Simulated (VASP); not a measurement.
# ZrNbGe2 (I4/mmm) in VASP: a series of runs

ZrNbGe2 is run at these levels: PBE; tasks: relaxation of cell and atoms, single point.

Everything below comes from runs of VASP 6.6.1. Logs are shortened: lines on timing, memory, paths and dates and some standing lists are left out, and cuts for length are marked.

## (1) The cell of the first run

It takes space group I4/mmm (No. 139, tetragonal). The conventional cell has a = 4.933 Å, b = 4.933 Å, c = 5.857 Å, α = 90.00°, β = 90.00°, γ = 90.00°. Zr (site symmetry 4/mmm) has 8 Ge at 2.87 Å and 6 Nb at 2.93 to 3.49 Å within 3.8 Å. Within 3.8 Å of Nb (site symmetry 4/mmm) lie 8 Ge at 2.87 Å and 6 Zr at 2.93 to 3.49 Å. Within 3.8 Å of Ge (site symmetry -4m2) lie 4 Zr at 2.87 Å and 4 Nb at 2.87 Å and 6 Ge at 2.93 to 3.49 Å.

The cell was built from a structure type or drawn by symmetry, and may not be a known phase.

## (2) Relaxation of cell and atoms, PBE

INCAR

```
SYSTEM = ZrNbGe2
PREC = Accurate ; ENCUT = 600
EDIFF = 1E-6 ; ISMEAR = 0
SIGMA = 0.1 ; LREAL = .FALSE.
LASPH = .TRUE. ; NELM = 60
ALGO = Normal ; ISIF = 3
LWAVE = .FALSE. ; LCHARG = .FALSE.
GGA = PE ; IBRION = 2
NSW = 90 ; EDIFFG = -0.04
```

KPOINTS

```
regular mesh
0
G
  6 6 6
  0 0 0
```

POSCAR

```
ZrNbGe2
1.0
   -2.4664688276      2.4664688276      2.9284234325
    2.4664688276     -2.4664688276      2.9284234325
    2.4664688276      2.4664688276     -2.9284234325
Zr Nb Ge
1 1 2
Direct
    0.5000000000      0.5000000000      0.0000000000
    0.0000000000      0.0000000000      0.0000000000
    0.7500000000      0.2500000000      0.5000000000
    0.2500000000      0.7500000000      0.5000000000
```

Potentials or basis: VASP PAW PBE potentials, release 64 (Zr_sv, Nb_sv, Ge_d).

On the command line:

```console
$ cat potpaw_PBE.64/Zr_sv/POTCAR potpaw_PBE.64/Nb_sv/POTCAR potpaw_PBE.64/Ge_d/POTCAR > POTCAR
$ mpirun -np 1 vasp_std > vasp.out
```

OUTCAR:

```text
SYSTEM = ZrNbGe2
   PREC = Accurate
   ENCUT = 600
   EDIFF = 1E-6
   ISMEAR = 0
   LREAL = .FALSE.
   LASPH = .TRUE.
   NELM = 60
   ISIF = 3
   GGA = PE
   IBRION = 2
   NSW = 90
   EDIFFG = -0.04

 ion  position               nearest neighbor table
   1  0.500  0.500  0.000-   4 2.87   3 2.87   3 2.87   4 2.87   3 2.87   4 2.87   4 2.87   3 2.87
                             2 2.93   2 2.93
   2  0.000  0.000  0.000-   3 2.87   4 2.87   3 2.87   4 2.87   3 2.87   4 2.87   3 2.87   4 2.87
                             1 2.93   1 2.93
   3  0.750  0.250  0.500-   1 2.87   2 2.87   1 2.87   2 2.87   1 2.87   2 2.87   1 2.87   2 2.87

   4  0.250  0.750  0.500-   2 2.87   1 2.87   1 2.87   2 2.87   1 2.87   2 2.87   2 2.87   1 2.87

  LATTYP: Found a body centered tetragonal cell.
 ALAT       =     4.9329376552
 C/A-ratio  =     1.1872939158

  Lattice vectors:

 A1 = (  -2.4664688276,   2.4664688276,   2.9284234325)
 A2 = (   2.4664688276,  -2.4664688276,   2.9284234325)
 A3 = (   2.4664688276,   2.4664688276,  -2.9284234325)

Analysis of symmetry for initial positions (statically):
=====================================================================
 Subroutine PRICEL returns:
 Original cell was already a primitive cell.

 Routine SETGRP: Setting up the symmetry group for a
 body centered tetragonal supercell.

 Subroutine GETGRP returns: Found 16 space group operations
 (whereof 16 operations were pure point group operations)
 out of a pool of 16 trial point group operations.

The static configuration has the point symmetry D_4h.

Analysis of symmetry for dynamics (positions and initial velocities):
=====================================================================
 Subroutine PRICEL returns:
 Original cell was already a primitive cell.

 Routine SETGRP: Setting up the symmetry group for a
 body centered tetragonal supercell.

 Subroutine GETGRP returns: Found 16 space group operations
 (whereof 16 operations were pure point group operations)
 out of a pool of 16 trial point group operations.

The dynamic configuration has the point symmetry D_4h.

 Subroutine INISYM returns: Found 16 space group operations
 (whereof 16 operations are pure point group operations),
 and found     1 'primitive' translations

----------------------------------------------------------------------------------------

                                     Primitive cell

  volume of cell :      71.2599

  direct lattice vectors                    reciprocal lattice vectors
    -2.466468828  2.466468828  2.928423432     0.000000000  0.202718962  0.170740336
     2.466468828 -2.466468828  2.928423432     0.202718962  0.000000000  0.170740336
     2.466468828  2.466468828 -2.928423432     0.202718962  0.202718962  0.000000000

  length of vectors
     4.554404545  4.554404545  4.554404545     0.265041958  0.265041958  0.286687905

  position of ions in fractional coordinates (direct lattice)
     0.500000000  0.500000000  0.000000000
     0.000000000  0.000000000  0.000000000
     0.750000000  0.250000000  0.500000000
     0.250000000  0.750000000  0.500000000

  ion indices of the primitive-cell ions
   primitive index   ion index
                 1           1
                 2           2
                 3           3
                 4           4

----------------------------------------------------------------------------------------

 KPOINTS: regular mesh

Automatic generation of k-mesh.
 Grid dimensions read from file:
 generate k-points for:    6    6    6

 Generating k-lattice:

[... 66 lines left out ...]
   NFREE  =      1    steps in history (QN), initial steepest desc. (CG)
   ISIF   =      3    stress and relaxation
   ISYM   =      2    0-nonsym 1-usesym 2-fastsym
   POTIM  = 0.5000    time-step for ionic-motion
   TEBEG  =    0.0;   TEEND  =   0.0 temperature during run
   PSTRESS=    0.0 pullay stress
   NELECT =      53.0000    total number of electrons
   NUPDOWN=      -1.0000    fix difference up-down
   EMIN   =  10.00;   EMAX   =-10.00  energy-range for DOS
   EFERMI =   0.00;   METHOD = LEGACY
   ISMEAR =     0;   SIGMA  =   0.10  broadening in eV -4-tet -1-fermi 0-gaus
   EFERMI_NEDOS =   21; number of points for ismear=-14 and -15
   IALGO  =     38    algorithm
   IMIX   =      4    mixing-type and parameters
     AMIX     =   0.40;   BMIX     =  1.00
     AMIX_MAG =   1.60;   BMIX_MAG =  1.00
  volume/ion in A,a.u.               =      17.81       120.22
  Fermi-wavevector in a.u.,A,eV,Ry     =   1.483264  2.802962 29.933792  2.200072
  Thomas-Fermi vector in A             =   2.596947
   LORBIT       =      0    0 simple, 1 ext, 2 COOP (PROOUT), +10 PAW based schemes
   GGA     = PE    functional components
   LHFCALC =     F    Hartree Fock is set to
   AEXX    =    0.0000 exact exchange contribution
   IVDW    =     0    specifies the selected vdW correction
   LEPSILON=     F    determine dielectric tensor
   LRPA    =     F    only Hartree local field effects (RPA)
 conjugate gradient relaxation of ions
 non-spin polarized calculation
 Gauss-broadening in eV      SIGMA  =   0.10
  energy-cutoff  :      600.00
  volume of cell :       71.26
 maximum number of plane-waves:      2402
   NGX = 19   NGY = 19   NGZ = 19

--------------------------------------- Ionic step        1  -------------------------------------------

 number of electron      52.9999989 magnetization

 Free energy of the ion-electron system (eV)
  ---------------------------------------------------
  ext. energy  EPLUGINS =         0.00000000
  ---------------------------------------------------
  free energy    TOTEN  =       -29.08674738 eV

  energy without entropy =      -29.07327922  energy(sigma->0) =      -29.08001330

------------------------ aborting loop because EDIFF is reached ----------------------------------------

  FORCE on cell =-STRESS in cart. coord.  units (eV):
  Direction    XX          YY          ZZ          XY          YZ          ZX
  --------------------------------------------------------------------------------------
  -------------------------------------------------------------------------------------
  Total        0.1649675      0.1649675     -0.0977380      0.0000000     -0.0000000      0.0000000
  in kB        3.7090590      3.7090590     -2.1974993      0.0000000     -0.0000000      0.0000000
  external PRESSURE =       1.7402062 kB  Pullay stress =       0.0000000 kB

 VOLUME and BASIS-vectors are now :
 -----------------------------------------------------------------------------
  energy-cutoff  :      600.00
  volume of cell :       71.26
      direct lattice vectors                 reciprocal lattice vectors
    -2.466468828  2.466468828  2.928423432     0.000000000  0.202718962  0.170740336
     2.466468828 -2.466468828  2.928423432     0.202718962  0.000000000  0.170740336
     2.466468828  2.466468828 -2.928423432     0.202718962  0.202718962  0.000000000

 POSITION                                       TOTAL-FORCE (eV/Angst)
 -----------------------------------------------------------------------------------
      0.00000      0.00000      2.92842         0.000000     -0.000000     -0.000000
      0.00000      0.00000      0.00000         0.000000     -0.000000     -0.000000
      0.00000      2.46647      1.46421         0.000000     -0.000000      0.000000
      2.46647      0.00000      1.46421        -0.000000      0.000000      0.000000
 -----------------------------------------------------------------------------------
    total drift:                               -0.000000      0.000000      0.000000

  FREE ENERGIE OF THE ION-ELECTRON SYSTEM (eV)
  ---------------------------------------------------
  free  energy   TOTEN  =       -29.0867473846 eV

  energy  without entropy=      -29.0732792157  energy(sigma->0) =      -29.08001330

--------------------------------------- Ionic step        2  -------------------------------------------

 number of electron      52.9999989 magnetization

 Free energy of the ion-electron system (eV)
  ---------------------------------------------------
  ext. energy  EPLUGINS =         0.00000000
  ---------------------------------------------------
  free energy    TOTEN  =       -29.08712455 eV

  energy without entropy =      -29.07327671  energy(sigma->0) =      -29.08020063

 E-fermi :   9.7604     XC(G=0): -12.0262

 val. band max:        9.7391771214   @ k =   0.3333   0.1667  -0.0000
 cond. band min:       9.7698233763   @ k =  -0.1667  -0.1667   0.1667
 fundamental gap:      0.0306462549
 Fermi energy:         9.7604185042

 k-point     1 :       0.0000    0.0000    0.0000
  band No.  band energies     occupation
      1     -45.1808      2.00000
      2     -39.0902      2.00000
      3     -21.2973      2.00000
      4     -21.2973      2.00000
      5     -21.2722      2.00000
      6     -17.2279      2.00000
[... 805 lines left out ...]
     30      11.6691      0.00000
     31      11.8329      0.00000

 [... further k-points ...]

------------------------ aborting loop because EDIFF is reached ----------------------------------------

  FORCE on cell =-STRESS in cart. coord.  units (eV):
  Direction    XX          YY          ZZ          XY          YZ          ZX
  --------------------------------------------------------------------------------------
  -------------------------------------------------------------------------------------
  Total       -0.0464191     -0.0464191     -0.1225091      0.0000000      0.0000000     -0.0000000
  in kB       -1.0407541     -1.0407541     -2.7467533      0.0000000      0.0000000     -0.0000000
  external PRESSURE =      -1.6094205 kB  Pullay stress =       0.0000000 kB

 VOLUME and BASIS-vectors are now :
 -----------------------------------------------------------------------------
  energy-cutoff  :      600.00
  volume of cell :       71.46
      direct lattice vectors                 reciprocal lattice vectors
    -2.471376156  2.471376156  2.924971452     0.000000000  0.202316430  0.170941839
     2.471376156 -2.471376156  2.924971452     0.202316430  0.000000000  0.170941839
     2.471376156  2.471376156 -2.924971452     0.202316430  0.202316430  0.000000000

 POSITION                                       TOTAL-FORCE (eV/Angst)
 -----------------------------------------------------------------------------------
      2.47138      2.47138      0.00000        -0.000000      0.000000     -0.000000
      0.00000      4.94275      0.00000        -0.000000      0.000000     -0.000000
      0.00000      2.47138      1.46249         0.000000      0.000000      0.000000
      2.47138      0.00000      1.46249         0.000000     -0.000000     -0.000000
 -----------------------------------------------------------------------------------
    total drift:                                0.000000      0.000000     -0.000000

  FREE ENERGIE OF THE ION-ELECTRON SYSTEM (eV)
  ---------------------------------------------------
  free  energy   TOTEN  =       -29.0871245518 eV

  energy  without entropy=      -29.0732767104  energy(sigma->0) =      -29.08020063

 reached required accuracy - stopping structural energy minimisation
```

It took 3.6 min on 1 thread of Intel Xeon 8259CL, shared host; peak memory 0.27 GiB.

What came out:

- Free energy: -29.0871 eV
- Relaxed volume: 17.86 Å³/atom
- Relaxed cell: a = 4.558 Å, b = 4.558 Å, c = 4.558 Å, α = 114.32°, β = 114.32°, γ = 100.15°
- Space group after relaxing (to 0.1 Å): I4/mmm (No. 139)
- Energy gained by relaxing: 0.1 meV/atom
- Ionic steps: 2
- Pressure after relaxing: -0.2 GPa
- Band gap on the k mesh: zero (an odd number of electrons rules out a gap without spin polarisation)

Step by step:
| step | energy change (eV) | largest force (eV/Å) | pressure (GPa) | volume (Å³) |
| --- | --- | --- | --- | --- |
| 1 | 0.0000 | 0.0000 | 0.17 | 71.26 |
| 2 | -0.0004 | 0.0000 | -0.16 | 71.46 |

Final structure:
```
Zr Nb Ge
1.0
    -2.47138    2.47138    2.92497
     2.47138   -2.47138    2.92497
     2.47138    2.47138   -2.92497
Zr Nb Ge
1 1 2
Direct
  0.50000 0.50000 0.00000
  0.00000 0.00000 0.00000
  0.75000 0.25000 0.50000
  0.25000 0.75000 0.50000
```

Levels at points of the mesh, in eV from the Fermi level:
| k point | band 23 | band 24 | band 25 | band 26 | band 27 | band 28 | band 29 | band 30 | band 31 |
| --- | --- | --- | --- | --- | --- | --- | --- | --- | --- |
| (0.00, 0.00, 0.00) | -4.55 | -2.20 | -2.18 | 0.81 | 0.81 | 1.51 | 3.12 | 3.12 | 3.54 |
| (0.50, 0.00, 0.00) | -2.76 | -2.63 | -1.50 | -1.19 | 0.11 | 0.22 | 0.74 | 1.02 | 2.63 |
| (0.50, 0.50, 0.00) | -2.03 | -1.95 | -1.66 | -1.34 | -0.28 | 0.66 | 1.31 | 2.34 | 2.88 |
| (0.50, 0.50, 0.50) | -3.26 | -2.19 | -1.65 | -1.65 | -0.74 | 2.04 | 2.25 | 2.25 | 3.20 |

## (3) Single point, PBE, collinear spin

INCAR

```
ALGO     = Normal         # electronic algorithm
EDIFF    = 1E-7           # SCF threshold, eV
ENCUT    = 520            # plane-wave cutoff, eV
GGA      = PE             # functional
ISIF     = 2              # what is computed and relaxed
ISMEAR   = 0              # smearing method
ISPIN    = 2              # spin polarisation
LASPH    = True           # aspherical terms in the spheres
LCHARG   = False          # write CHGCAR
LMAXMIX  = 4              # l up to which the mixer works
LORBIT   = 11             # projections on sites
LREAL    = False          # projectors in reciprocal space
LWAVE    = False          # write WAVECAR
MAGMOM   = 1 1 0 0        # initial moments
NBANDS   = 38             # bands
NELM     = 150            # most SCF steps
PREC     = Accurate       # precision mode
SIGMA    = 0.1            # smearing width, eV
```

KPOINTS

```
k-points
0
Gamma
  6 6 6
```

POSCAR is that of step 2.

Potentials or basis: VASP PAW PBE potentials, release 64 (Zr_sv, Nb_sv, Ge_d).

On the command line:

```console
$ cat potpaw_PBE.64/Zr_sv/POTCAR potpaw_PBE.64/Nb_sv/POTCAR potpaw_PBE.64/Ge_d/POTCAR > POTCAR
$ mpirun -np 1 vasp_std > vasp.out
```

Wall time 6.4 min (1 thread of Intel Xeon 8259CL, shared host); peak memory 0.32 GiB.

The run converged. Its results:

```yaml
Free_energy: -29.0867 eV
Pressure: 0.2 GPa
Net_moment: 0.00 μB per cell
Valence_electrons_inside_the_program's_atomic_spheres: Zr 9.89; Nb 10.65; Ge 12.42
```

Stress tensor (GPa, compression positive):
```
 0.35  0.00  0.00
 0.00  0.35  0.00
 0.00  0.00 -0.24
```

Levels at points of the mesh, in eV from the Fermi level:
Spin up:
| k point | band 24 | band 25 | band 26 | band 27 | band 28 | band 29 | band 30 | band 31 |
| --- | --- | --- | --- | --- | --- | --- | --- | --- |
| (0.00, 0.00, 0.00) | -2.20 | -2.17 | 0.84 | 0.84 | 1.53 | 3.12 | 3.12 | 3.56 |
| (0.50, 0.00, 0.00) | -2.64 | -1.51 | -1.20 | 0.11 | 0.22 | 0.74 | 1.02 | 2.65 |
| (0.50, 0.50, 0.00) | -1.97 | -1.66 | -1.35 | -0.26 | 0.66 | 1.28 | 2.37 | 2.91 |
| (0.50, 0.50, 0.50) | -2.18 | -1.64 | -1.64 | -0.75 | 2.06 | 2.24 | 2.24 | 3.23 |
Spin down:
| k point | band 24 | band 25 | band 26 | band 27 | band 28 | band 29 | band 30 | band 31 |
| --- | --- | --- | --- | --- | --- | --- | --- | --- |
| (0.00, 0.00, 0.00) | -2.20 | -2.17 | 0.84 | 0.84 | 1.53 | 3.12 | 3.12 | 3.56 |
| (0.50, 0.00, 0.00) | -2.64 | -1.51 | -1.20 | 0.11 | 0.22 | 0.74 | 1.02 | 2.65 |
| (0.50, 0.50, 0.00) | -1.97 | -1.66 | -1.35 | -0.26 | 0.66 | 1.28 | 2.37 | 2.91 |
| (0.50, 0.50, 0.50) | -2.18 | -1.64 | -1.64 | -0.75 | 2.06 | 2.24 | 2.24 | 3.23 |
